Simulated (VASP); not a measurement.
The system is Si.

```
Si
1.0
     0.00000    2.72185    2.72185
     2.72185    0.00000    2.72185
     2.72185    2.72185    0.00000
Si
2
Direct
  0.50000 0.50000 0.50000
  0.75000 0.75000 0.75000
```

```yaml
Program: VASP 6.6.1
Task: relaxation of cell and atoms
Functional: revPBE
Dispersion: D4
Potentials_or_basis: VASP PAW PBE potentials, release 64 (Si)
Cutoff: 600 eV
k_mesh: 8 × 8 × 8
Occupations: fermi-dirac, width 0.05 eV
Spin: no spin polarisation
```

At the start: pressure -2.7 GPa; volume 20.16 Å³/atom.

Q: Where does the relaxation end?

A: Over 3 steps the energy falls by 5.0 meV/atom and the volume is 19.58 Å³/atom (-2.9 %); space group Fd-3m (No. 227, to 0.05 Å).

The path:
```csv
step,energy change (eV),largest force (eV/Å),pressure (GPa),volume (Å³)
1,0.0000,0.0000,-2.65,40.33
2,-0.0053,0.0000,1.99,38.41
3,-0.0099,0.0000,0.01,39.17
```

Final structure:
```xyz
2
Lattice="0.0000 2.6955 2.6955 2.6955 0.0000 2.6955 2.6955 2.6955 0.0000" Properties=species:S:1:pos:R:3 pbc="T T T"
Si    2.6955    2.6955    2.6955
Si    4.0432    4.0432    4.0432
```

Caveat: the PAW data sets were made with another functional, which shifts forces and pressure a little.
